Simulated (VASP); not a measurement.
Ge:

```
CELL_PARAMETERS angstrom
1.40473 -2.56276 -0.01191
1.41604 2.56898 -0.02452
-0.03476 -0.00662 2.67728
ATOMIC_POSITIONS crystal
Ge 0.50000 0.50000 0.00000
```

```yaml
Program: VASP 6.6.1
Task: relaxation of cell and atoms
Functional: PBE
Potentials_or_basis: VASP PAW PBE potentials, release 64 (Ge_d)
Cutoff: 600 eV
k_mesh: 14 × 14 × 12
Occupations: gaussian, width 0.15 eV
Spin: no spin polarisation
```

At the start: pressure -0.0 GPa; volume 19.37 Å³/atom.

Task: Where does the relaxation end?

Result: Over 12 steps the energy falls by 7.7 meV/atom and the volume is 19.39 Å³/atom (+0.1 %); space group C2/m (No. 12, to 0.1 Å) before, P6/mmm (No. 191, to 0.1 Å).

Step by step:
```
step  energy change (eV)  largest force (eV/Å)  pressure (GPa)  volume (Å³)
   1              0.0000                0.0000           -0.04        19.37
   2             -0.0053                0.0000            0.15        19.36
   3             -0.0073                0.0000            0.19        19.34
   4             -0.0075                0.0000            0.13        19.33
   5             -0.0075                0.0000            0.17        19.33
   6             -0.0076                0.0000           -0.12        19.40
   7             -0.0076                0.0000           -0.07        19.41
   8             -0.0077                0.0000           -0.08        19.42
   9             -0.0077                0.0000           -0.22        19.43
  10             -0.0077                0.0000           -0.13        19.42
  11             -0.0077                0.0000            0.16        19.38
  12             -0.0077                0.0000            0.00        19.39
```

Final structure:
```cif
data_structure
_symmetry_space_group_name_H-M 'P 1'
_symmetry_Int_Tables_number 1
_cell_length_a 2.8964
_cell_length_b 2.8995
_cell_length_c 2.6665
_cell_angle_alpha 89.986
_cell_angle_beta 90.003
_cell_angle_gamma 120.019
_cell_volume 19.39
loop_
_atom_site_label
_atom_site_type_symbol
_atom_site_fract_x
_atom_site_fract_y
_atom_site_fract_z
_atom_site_occupancy
Ge1 Ge 0.50000 0.50000 0.00000 1
```
